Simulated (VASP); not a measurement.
Set up this calculation in VASP 6.6.1, as the native input.

* Task: single point
* Functional: PBE
* Potentials or basis: VASP PAW PBE potentials, release 64 (Ag, Br)
* Cutoff: 520 eV
* k mesh: 12 × 12 × 8
* Occupations: gaussian, width 0.1 eV
* Spin: no spin polarisation
* Dipole correction: no
* Further INCAR settings: ALGO = Normal; EDIFF = 1e-06; NBANDS = 20

The structure of AgBr2 lies in POSCAR:

```
AgBr2
1.0
    3.9762572656      0.0000000000      0.0000000000
    0.0000000000      3.9762572656      0.0000000000
    0.0000000000      0.0000000000      6.2580253001
Ag Br
1 2
Direct
    0.0000000000      0.0000000000      0.0000000000
    0.5000000000      0.0000000000      0.2675219369
    0.0000000000      0.5000000000      0.7324780631
```

One way to write it, as run:

INCAR

```
ALGO     = Normal         # electronic algorithm
EDIFF    = 1E-6           # SCF threshold, eV
ENCUT    = 520            # plane-wave cutoff, eV
GGA      = PE             # functional
ISIF     = 2              # what is computed and relaxed
ISMEAR   = 0              # smearing method
LASPH    = T              # aspherical terms in the spheres
LCHARG   = F              # write CHGCAR
LREAL    = F              # projectors in reciprocal space
LWAVE    = F              # write WAVECAR
NBANDS   = 20             # bands
NELM     = 100            # most SCF steps
PREC     = Accurate       # precision mode
SIGMA    = 0.1            # smearing width, eV
```

KPOINTS

```
k-points
0
Gamma
  12 12 8
```

Potentials or basis: VASP PAW PBE potentials, release 64 (Ag, Br).

The run is started by

```sh
$ cat potpaw_PBE.64/Ag/POTCAR potpaw_PBE.64/Br/POTCAR > POTCAR
$ mpirun -np 1 vasp_std > vasp.out
```

It gave:

- Pressure: 0.0 GPa
- Largest force: 0.004 eV/Å

Caveat: this functional lacks dispersion, which binds the layers, so the pressure and a relaxed spacing across them are unreliable; an odd number of electrons without spin polarisation forces a metal; a magnetic or distorted state may lie lower.

It took 2.8 min on 1 thread of AMD EPYC 7R13 Processor (Zen 3), on a shared host, peak memory 0.36 GiB.
